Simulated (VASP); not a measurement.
# TiO2 (I4_1/amd) in VASP: a series of runs

The runs below take TiO2 through single point, with LDA.

Everything below comes from runs of VASP 6.6.1. Logs are shortened: lines on timing, memory, paths and dates and some standing lists are left out, and cuts for length are marked.

### Step 1. The cell of the first run

It takes space group I4_1/amd (No. 141, tetragonal). Conventional cell: a = 3.785 Å, b = 3.785 Å, c = 9.704 Å, α = 90.00°, β = 90.00°, γ = 90.00°. Ti (site symmetry -4m2) has 6 O at 1.94 to 2.00 Å within 2.6 Å. Within 2.6 Å of O (site symmetry 2mm) lie 3 Ti at 1.94 to 2.00 Å and 2 O at 2.47 Å.

### Step 2. Single point, LDA (zz strain of +2 %)

INCAR

```
SYSTEM = TiO2
ALGO = Normal
EDIFF = 1E-7
ENCUT = 520
GGA = CA
ISIF = 2
ISMEAR = -1
LASPH = .True.
LCHARG = .True.
LELF = .True.
LREAL = .False.
LVHAR = .True.
LWAVE = .False.
NBANDS = 33
NELM = 100
PREC = Accurate
SIGMA = 0.08
```

KPOINTS

```
k-points
0
Gamma
  13 13 13
  0 0 0
```

POSCAR

```
TiO2
1.0
   -1.8925000000      1.8925000000      4.8521400000
    1.8925000000     -1.8925000000      4.8521400000
    1.8925000000      1.8925000000     -4.8521400000
Ti O
2 4
Direct
    0.0000000000      0.0000000000      0.0000000000
    0.7500000000      0.2500000000      0.5000000000
    0.2066000000      0.2066000000      0.0000000000
    0.9566000000      0.4566000000      0.5000000000
    0.5434000000      0.0434000000      0.5000000000
    0.7934000000      0.7934000000      0.0000000000
```

Potentials or basis: VASP PAW LDA potentials, release 64 (Ti_sv, O).

Launch:

```bash
$ cat potpaw_LDA.64/Ti_sv/POTCAR potpaw_LDA.64/O/POTCAR > POTCAR
$ mpirun -np 1 vasp_std > vasp.out
```

OUTCAR:

```text
SYSTEM = TiO2
   EDIFF = 1E-7
   ENCUT = 520
   GGA = CA
   ISIF = 2
   ISMEAR = -1
   LASPH = .True.
   LREAL = .False.
   NELM = 100
   PREC = Accurate

 ion  position               nearest neighbor table
   1  0.000  0.000  0.000-   5 1.94   4 1.94   5 1.94   4 1.94   3 2.00   6 2.00
   2  0.750  0.250  0.500-   6 1.94   3 1.94   6 1.94   3 1.94   4 2.00   5 2.00
   3  0.207  0.207  0.000-   2 1.94   2 1.94   1 2.00
   4  0.957  0.457  0.500-   1 1.94   1 1.94   2 2.00
   5  0.543  0.043  0.500-   1 1.94   1 1.94   2 2.00
   6  0.793  0.793  0.000-   2 1.94   2 1.94   1 2.00

  LATTYP: Found a body centered tetragonal cell.
 ALAT       =     3.7850000000
 C/A-ratio  =     2.5638784676

  Lattice vectors:

 A1 = (  -1.8925000000,   1.8925000000,   4.8521400000)
 A2 = (   1.8925000000,  -1.8925000000,   4.8521400000)
 A3 = (   1.8925000000,   1.8925000000,  -4.8521400000)

Analysis of symmetry for initial positions (statically):
=====================================================================
 Subroutine PRICEL returns:
 Original cell was already a primitive cell.

 Routine SETGRP: Setting up the symmetry group for a
 body centered tetragonal supercell.

 Subroutine GETGRP returns: Found 16 space group operations
 (whereof  8 operations were pure point group operations)
 out of a pool of 16 trial point group operations.

The static configuration has the point symmetry D_2d.
 The point group associated with its full space group is D_4h.

Analysis of symmetry for dynamics (positions and initial velocities):
=====================================================================
 Subroutine PRICEL returns:
 Original cell was already a primitive cell.

 Routine SETGRP: Setting up the symmetry group for a
 body centered tetragonal supercell.

 Subroutine GETGRP returns: Found 16 space group operations
 (whereof  8 operations were pure point group operations)
 out of a pool of 16 trial point group operations.

The dynamic configuration has the point symmetry D_2d.
 The point group associated with its full space group is D_4h.

 Subroutine INISYM returns: Found 16 space group operations
 (whereof  8 operations are pure point group operations),
 and found     1 'primitive' translations

----------------------------------------------------------------------------------------

                                     Primitive cell

  volume of cell :      69.5128

  direct lattice vectors                    reciprocal lattice vectors
    -1.892500000  1.892500000  4.852140000     0.000000000  0.264200793  0.103047315
     1.892500000 -1.892500000  4.852140000     0.264200793  0.000000000  0.103047315
     1.892500000  1.892500000 -4.852140000     0.264200793  0.264200793  0.000000000

  length of vectors
     5.541333330  5.541333330  5.541333330     0.283585627  0.283585627  0.373636344

  position of ions in fractional coordinates (direct lattice)
     0.000000000  0.000000000  0.000000000
     0.750000000  0.250000000  0.500000000
     0.206600000  0.206600000  0.000000000
     0.956600000  0.456600000  0.500000000
     0.543400000  0.043400000  0.500000000
     0.793400000  0.793400000  0.000000000

  ion indices of the primitive-cell ions
   primitive index   ion index
                 1           1
                 2           2
                 3           3
                 4           4
                 5           5
                 6           6

----------------------------------------------------------------------------------------

 KPOINTS: k-points

Automatic generation of k-mesh.
 Grid dimensions read from file:
 generate k-points for:   13   13   13

 Generating k-lattice:

  Cartesian coordinates                     Fractional coordinates (reciprocal lattice)
     0.000000000  0.020323138  0.007926717     0.076923077 -0.000000000  0.000000000
     0.020323138  0.000000000  0.007926717    -0.000000000  0.076923077  0.000000000
     0.020323138  0.020323138  0.000000000     0.000000000  0.000000000  0.076923077

  Length of vectors
     0.021814279  0.021814279  0.028741257

  Shift w.r.t. Gamma in fractional coordinates (k-lattice)
     0.000000000  0.000000000  0.000000000

 Subroutine IBZKPT returns following result:
 ===========================================

 Found    196 irreducible k-points:

 Following reciprocal coordinates:
            Coordinates               Weight
  0.000000  0.000000  0.000000      1.000000
  0.076923  0.000000 -0.000000      8.000000
  0.153846  0.000000  0.000000      8.000000
  0.230769  0.000000 -0.000000      8.000000
  0.307692  0.000000  0.000000      8.000000
  0.384615  0.000000  0.000000      8.000000
[... 16 lines left out ...]
  0.384615  0.153846  0.000000     16.000000
  0.461538  0.153846  0.000000     16.000000
 [... further k-points ...]
   k-points           NKPTS =    196   k-points in BZ     NKDIM =    196   number of bands    NBANDS=     33
   number of dos      NEDOS =    301   number of ions     NIONS =      6
   total plane-waves  NPLWV =  74088
   dimension x,y,z NGX =    42 NGY =   42 NGZ =   42
   dimension x,y,z NGXF=    84 NGYF=   84 NGZF=   84
   ions per type =               2   4
   NGX,Y,Z   is equivalent  to a cutoff of  12.60, 12.60, 12.60 a.u.
   NGXF,Y,Z  is equivalent  to a cutoff of  25.20, 25.20, 25.20 a.u.
 SYSTEM =  TiO2
   PREC   = accura    normal or accurate (medium, high low for compatibility)
   ISTART =      0    job   : 0-new  1-cont  2-samecut
   ICHARG =      2    charge: 1-file 2-atom 10-const
   ISPIN  =      1    spin polarized calculation?
   LNONCOLLINEAR =      F non collinear calculations
   LSORBIT =      F    spin-orbit coupling
   LASPH  =      T    aspherical Exc in radial PAW
   ENCUT  =  520.0 eV  38.22 Ry    6.18 a.u.  10.30 10.30 10.30*2*pi/ulx,y,z
   NELM   =    100;   NELMIN=  2; NELMDL= -5     # of ELM steps
   EDIFF  = 0.1E-06   stopping-criterion for ELM
   LREAL  =      F    real-space projection
   EDIFFG = 0.1E-05   stopping-criterion for IOM
   NSW    =      0    number of steps for IOM
   IBRION =     -1    ionic relax: 0-MD 1-quasi-New 2-CG
   NFREE  =      0    steps in history (QN), initial steepest desc. (CG)
   ISIF   =      2    stress and relaxation
   ISYM   =      2    0-nonsym 1-usesym 2-fastsym
   POTIM  = 0.5000    time-step for ionic-motion
   TEBEG  =    0.0;   TEEND  =   0.0 temperature during run
   PSTRESS=    0.0 pullay stress
   NELECT =      48.0000    total number of electrons
   NUPDOWN=      -1.0000    fix difference up-down
   EMIN   =  10.00;   EMAX   =-10.00  energy-range for DOS
   EFERMI =   0.00;   METHOD = LEGACY
   ISMEAR =    -1;   SIGMA  =   0.08  broadening in eV -4-tet -1-fermi 0-gaus
   EFERMI_NEDOS =   21; number of points for ismear=-14 and -15
   IALGO  =     38    algorithm
   IMIX   =      4    mixing-type and parameters
     AMIX     =   0.40;   BMIX     =  1.00
     AMIX_MAG =   1.60;   BMIX_MAG =  1.00
  volume/ion in A,a.u.               =      11.59        78.18
  Fermi-wavevector in a.u.,A,eV,Ry     =   1.446994  2.734423 28.487784  2.093793
  Thomas-Fermi vector in A             =   2.565000
   LORBIT       =      0    0 simple, 1 ext, 2 COOP (PROOUT), +10 PAW based schemes
   GGA     = CA    functional components
   LHFCALC =     F    Hartree Fock is set to
   AEXX    =    0.0000 exact exchange contribution
   IVDW    =     0    specifies the selected vdW correction
   LEPSILON=     F    determine dielectric tensor
   LRPA    =     F    only Hartree local field effects (RPA)
 non-spin polarized calculation
  energy-cutoff  :      520.00
  volume of cell :       69.51
 maximum number of plane-waves:      1885
 NGX is ok and might be reduce to    42
   NGX = 21   NGY = 21   NGZ = 21

 number of electron      47.9999994 magnetization

 Free energy of the ion-electron system (eV)
  ---------------------------------------------------
  ext. energy  EPLUGINS =         0.00000000
  ---------------------------------------------------
  free energy    TOTEN  =       -58.75470019 eV

  energy without entropy =      -58.75469992  energy(sigma->0) =      -58.75470005

 E-fermi :   4.0191     XC(G=0): -11.2365

 val. band max:        2.9005827475   @ k =  -0.4615   0.4615   0.0000
 cond. band min:       4.9248138362   @ k =   0.0000   0.0000   0.0000
 fundamental gap:      2.0242310887
 Fermi energy:         4.0190955594

 k-point     1 :       0.0000    0.0000    0.0000
  band No.  band energies     occupation
      1     -52.8021      2.00000
      2     -52.7461      2.00000
      3     -29.6508      2.00000
      4     -29.4193      2.00000
      5     -29.4193      2.00000
      6     -29.3542      2.00000
[... 25 lines left out ...]
     32       8.0242      0.00000
     33       8.2115      0.00000

 k-point     2 :       0.0769    0.0000   -0.0000
  band No.  band energies     occupation
      1     -52.8013      2.00000
      2     -52.7465      2.00000
      3     -29.6491      2.00000
      4     -29.4269      2.00000
      5     -29.4199      2.00000
      6     -29.3575      2.00000
[... 25 lines left out ...]
     32       8.1522      0.00000
     33       8.3758      0.00000

 k-point     3 :       0.1538    0.0000    0.0000
  band No.  band energies     occupation
      1     -52.7992      2.00000
      2     -52.7479      2.00000
      3     -29.6443      2.00000
      4     -29.4471      2.00000
      5     -29.4213      2.00000
      6     -29.3662      2.00000
[... 25 lines left out ...]
     32       8.4435      0.00000
     33       8.6916      0.00000

 k-point     4 :       0.2308    0.0000   -0.0000
  band No.  band energies     occupation
      1     -52.7960      2.00000
      2     -52.7501      2.00000
      3     -29.6377      2.00000
      4     -29.4748      2.00000
      5     -29.4230      2.00000
      6     -29.3770      2.00000
[... 25 lines left out ...]
     32       8.6660      0.00000
     33       8.9522      0.00000

 k-point     5 :       0.3077    0.0000    0.0000
  band No.  band energies     occupation
      1     -52.7921      2.00000
      2     -52.7528      2.00000
      3     -29.6308      2.00000
      4     -29.5040      2.00000
      5     -29.4248      2.00000
      6     -29.3861      2.00000
[... 604 lines left out ...]
 k-point    22 :       0.3077    0.1538    0.0000
  band No.  band energies     occupation
      1     -52.7875      2.00000
      2     -52.7564      2.00000
      3     -29.6152      2.00000
      4     -29.5183      2.00000
      5     -29.4457      2.00000
      6     -29.3946      2.00000
[... 25 lines left out ...]
     32       9.1549      0.00000
     33       9.4488      0.00000

 k-point    23 :       0.3846    0.1538    0.0000
  band No.  band energies     occupation
      1     -52.7843      2.00000
      2     -52.7587      2.00000
      3     -29.6133      2.00000
      4     -29.5405      2.00000
      5     -29.4463      2.00000
      6     -29.4031      2.00000
[... 25 lines left out ...]
     32       9.1866      0.00000
     33       9.5212      0.00000

 k-point    24 :       0.4615    0.1538    0.0000
  band No.  band energies     occupation
      1     -52.7831      2.00000
      2     -52.7593      2.00000
      3     -29.6174      2.00000
      4     -29.5497      2.00000
      5     -29.4459      2.00000
      6     -29.4084      2.00000
[... 25 lines left out ...]
     32       9.2423      0.00000
     33       9.5471      0.00000

 [... further k-points ...]
[... 5 lines left out ...]
  --------------------------------------------------------------------------------------
  -------------------------------------------------------------------------------------
  Total       -3.7250706     -3.7250706     -4.3123739      0.0000000      0.0000000      0.0000000
  in kB      -85.8578481    -85.8578481    -99.3943955      0.0000000      0.0000000      0.0000000
  external PRESSURE =     -90.3700306 kB  Pullay stress =       0.0000000 kB

 VOLUME and BASIS-vectors are now :
 -----------------------------------------------------------------------------
  energy-cutoff  :      520.00
  volume of cell :       69.51
      direct lattice vectors                 reciprocal lattice vectors
    -1.892500000  1.892500000  4.852140000     0.000000000  0.264200793  0.103047315
     1.892500000 -1.892500000  4.852140000     0.264200793  0.000000000  0.103047315
     1.892500000  1.892500000 -4.852140000     0.264200793  0.264200793  0.000000000

 POSITION                                       TOTAL-FORCE (eV/Angst)
 -----------------------------------------------------------------------------------
      0.00000      0.00000      0.00000        -0.000000     -0.000000      0.000000
      0.00000      1.89250      2.42607        -0.000000     -0.000000      0.000000
      0.00000      0.00000      2.00490         0.000000     -0.000000     -0.208431
      0.00000      1.89250      4.43097        -0.000000      0.000000     -0.208431
      0.00000      1.89250      0.42117        -0.000000      0.000000      0.208431
      0.00000      0.00000      7.69938         0.000000     -0.000000      0.208431
 -----------------------------------------------------------------------------------
    total drift:                               -0.000000     -0.000000     -0.000000

  FREE ENERGIE OF THE ION-ELECTRON SYSTEM (eV)
  ---------------------------------------------------
  free  energy   TOTEN  =       -58.7547001925 eV

  energy  without entropy=      -58.7546999159  energy(sigma->0) =      -58.75470005
```

It took 7.8 min on 1 thread of Intel Xeon 6975P-C (Granite Rapids), shared host; peak memory 0.47 GiB.

What came out:

```
Free energy            : -58.7547 eV
Pressure               : -9.0 GPa
Largest force          : 0.208 eV/Å
Band gap on the k mesh : 2.02 eV (least direct gap 2.34 eV)
```

Forces on the atoms (eV/Å):
```
Ti   0.000  0.000  0.000
Ti   0.000  0.000  0.000
O    0.000  0.000 -0.208
O    0.000  0.000 -0.208
O    0.000  0.000  0.208
O    0.000  0.000  0.208
```

Levels at points of the mesh, in eV from the valence-band top:
| k point | band 20 | band 21 | band 22 | band 23 | band 24 | band 25 | band 26 | band 27 | band 28 | band 29 |
| --- | --- | --- | --- | --- | --- | --- | --- | --- | --- | --- |
| (0.00, 0.00, 0.00) | -0.82 | -0.82 | -0.80 | -0.43 | -0.43 | 2.02 | 2.72 | 3.93 | 3.93 | 3.95 |

Caveat: the cell differs from its parent crystal (zz strain of +2 %); the cell stands under tension. A k mesh can miss the band edges.

### Step 3. Single point, LDA (zz strain of +3 %)

INCAR

```
SYSTEM = TiO2
PREC = Accurate
ENCUT = 520
EDIFF = 1E-6
ISMEAR = -1
SIGMA = 0.08
LREAL = .FALSE.
LASPH = .TRUE.
NELM = 100
ALGO = Normal
ISIF = 2
LWAVE = .FALSE.
LCHARG = .TRUE.
GGA = CA
LELF = .TRUE.
LVHAR = .TRUE.
NBANDS = 33
```

KPOINTS

```
Automatic mesh
0
G
  13 13 13
  0 0 0
```

Changes to POSCAR since step 2:

```diff
@@ -2,5 +2,5 @@
 1.0
-   -1.8925000000      1.8925000000      4.8521400000
-    1.8925000000     -1.8925000000      4.8521400000
-    1.8925000000      1.8925000000     -4.8521400000
+   -1.8925000000      1.8925000000      4.8997100000
+    1.8925000000     -1.8925000000      4.8997100000
+    1.8925000000      1.8925000000     -4.8997100000
 Ti O
```

Potentials or basis: VASP PAW LDA potentials, release 64 (Ti_sv, O).

Launch:

```bash
$ cat potpaw_LDA.64/Ti_sv/POTCAR potpaw_LDA.64/O/POTCAR > POTCAR
$ mpirun -np 1 vasp_std > vasp.out
```

Wall time 6.9 min (1 thread of Intel Xeon 6975P-C (Granite Rapids), shared host); peak memory 0.47 GiB.

The run converged. Its results:

| Item | Value |
| --- | --- |
| Free energy | -58.7065 eV |
| Pressure | -10.9 GPa |
| Largest force | 0.349 eV/Å |
| Band gap on the k mesh | 2.01 eV (least direct gap 2.34 eV) |

Forces on the atoms (eV/Å):
```
Ti   0.000  0.000  0.000
Ti   0.000  0.000  0.000
O    0.000  0.000 -0.349
O    0.000  0.000 -0.349
O    0.000  0.000  0.349
O    0.000  0.000  0.349
```

Stress tensor (GPa, compression positive):
```
 -9.84   0.00   0.00
  0.00  -9.84   0.00
  0.00   0.00 -13.11
```

Levels at points of the mesh, in eV from the valence-band top:
```csv
k point,band 22,band 23,band 24,band 25,band 26,band 27
"(0.00, 0.00, 0.00)",-0.83,-0.43,-0.43,2.01,2.67,3.89
```

Caveat: the cell differs from its parent crystal (zz strain of +3 %); the cell stands under tension. A k mesh can miss the band edges.

[end of part 1 of 2]
